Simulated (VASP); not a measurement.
Here is a VASP 6.6.1 calculation.

Contents of INCAR:

```
SYSTEM = Au
PREC = Accurate
ENCUT = 520
EDIFF = 1E-6
ISMEAR = 1
SIGMA = 0.1
LREAL = .False.
LASPH = .True.
NELM = 100
ALGO = Normal
ISIF = 2
LWAVE = .False.
LCHARG = .False.
GGA = PE
NBANDS = 18
```

KPOINTS

```
Automatic mesh
0
Gamma
  10 10 5
  0 0 0
```

POSCAR

```
Au
1.0
    2.9000000000      0.0000000000      0.0000000000
   -1.4500000000      2.5114736710      0.0000000000
    0.0000000000      0.0000000000      4.8800000000
Au
2
Direct
    0.3333330000      0.6666670000      0.7500000000
    0.6666670000      0.3333330000      0.2500000000
```

Potentials or basis: VASP PAW PBE potentials, release 64 (Au).

Command:

```bash
$ cat potpaw_PBE.64/Au/POTCAR > POTCAR
$ mpirun -np 1 vasp_std > vasp.out
```

(1) Estimate the band gap on the k mesh.

(2) Estimate the pressure.

## Answers

(1) zero (band 11 reaches 11.26 eV, above the bottom of band 12 at 6.38 eV).

(2) 2.3 GPa.

Caveat: spin-orbit coupling is left out, which moves the levels of the heavy elements.
